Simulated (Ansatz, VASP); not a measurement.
# SiO2 in VASP and in Ansatz

INCAR

```
SYSTEM = SiO2
PREC = Accurate
ENCUT = 520
EDIFF = 1E-8
ISMEAR = -1
SIGMA = 0.02
LREAL = .FALSE.
LASPH = .TRUE.
NELM = 80
ALGO = Normal
ISIF = 2
LWAVE = .FALSE.
LCHARG = .FALSE.
GGA = PE
LEFG = .TRUE.
NBANDS = 44
```

KPOINTS

```
regular mesh
0
G
  5 4 5
  0 0 0
```

POSCAR

```
SiO2
1.0
    4.0970000000      0.0000000000      0.0000000000
    0.0000000000      5.0462000000      0.0000000000
    0.0000000000      0.0000000000      4.4946000000
Si O
4 8
Direct
    0.0000000000      0.1522000000      0.2500000000
    0.5000000000      0.3478000000      0.7500000000
    0.0000000000      0.8478000000      0.7500000000
    0.5000000000      0.6522000000      0.2500000000
    0.7336000000      0.6245000000      0.9186000000
    0.7664000000      0.8755000000      0.4186000000
    0.2336000000      0.8755000000      0.0814000000
    0.2664000000      0.6245000000      0.5814000000
    0.2664000000      0.3755000000      0.0814000000
    0.2336000000      0.1245000000      0.5814000000
    0.7664000000      0.1245000000      0.9186000000
    0.7336000000      0.3755000000      0.4186000000
```

Input for Ansatz:

```yaml
crystal:
  lattice:
    - [4.097, 0.0, 0.0]
    - [0.0, 5.0462, 0.0]
    - [0.0, 0.0, 4.4946]
  atoms:
    - { symbol: Si, position: [0.0, 0.1522, 0.25] }
    - { symbol: Si, position: [0.5, 0.3478, 0.75] }
    - { symbol: Si, position: [0.0, 0.8478, 0.75] }
    - { symbol: Si, position: [0.5, 0.6522, 0.25] }
    - { symbol: O, position: [0.7336, 0.6245, 0.9186] }
    - { symbol: O, position: [0.7664, 0.8755, 0.4186] }
    - { symbol: O, position: [0.2336, 0.8755, 0.0814] }
    - { symbol: O, position: [0.2664, 0.6245, 0.5814] }
    - { symbol: O, position: [0.2664, 0.3755, 0.0814] }
    - { symbol: O, position: [0.2336, 0.1245, 0.5814] }
    - { symbol: O, position: [0.7664, 0.1245, 0.9186] }
    - { symbol: O, position: [0.7336, 0.3755, 0.4186] }
kpoints:
  mp_grid: { grid: [5, 4, 5] }
scf:
  occupations: { method: fermi_dirac, width: 0.02 }
hamiltonian:
  xc: pbe
  pseudopotentials: { kind: paw, frozen_core: stored }
output:
  forces: true
  stress: true
  populations: true
  efg: { quadrupole_moments_barn: { O: -0.02558 } }
  write_density: true
  write_potential: true
  elf: true
  volumetric_format: npy
```

Alike in both runs: task electric field gradients; functional PBE; k mesh 5 × 4 × 5; occupations fermi-dirac, width 0.02 eV; no spin polarisation.

|  | VASP | Ansatz |
| --- | --- | --- |
| version | VASP 6.6.1 | Ansatz 0.2.0 |
| potentials or method | VASP PAW PBE potentials, release 64 (Si, O) | plane-wave PAW, scalar-relativistic |
| plane-wave cutoff (eV) | 520 | 420 |
| valence electrons in the cell | 64 | 64 |

|  | VASP | Ansatz | Ansatz less VASP |
| --- | --- | --- | --- |
| gap on the k mesh at the Fermi level (eV) | 5.57 | 5.59 | +0.018 |
| pressure (GPa) | 5.8 | 5.6 | -0.16 |
| traceless stress, the component that is largest in VASP (GPa) | -2.27 | -2.17 | +0.097 |
| rms of the force components (eV/Å) | 0.484 | 0.484 | +0.0002 |
| size of Vzz on the site where it differs most (V/Å²) | 116.1 | 119.8 | +3.68 |

Atom by atom the forces differ by 0.005 eV/Å (rms over components).
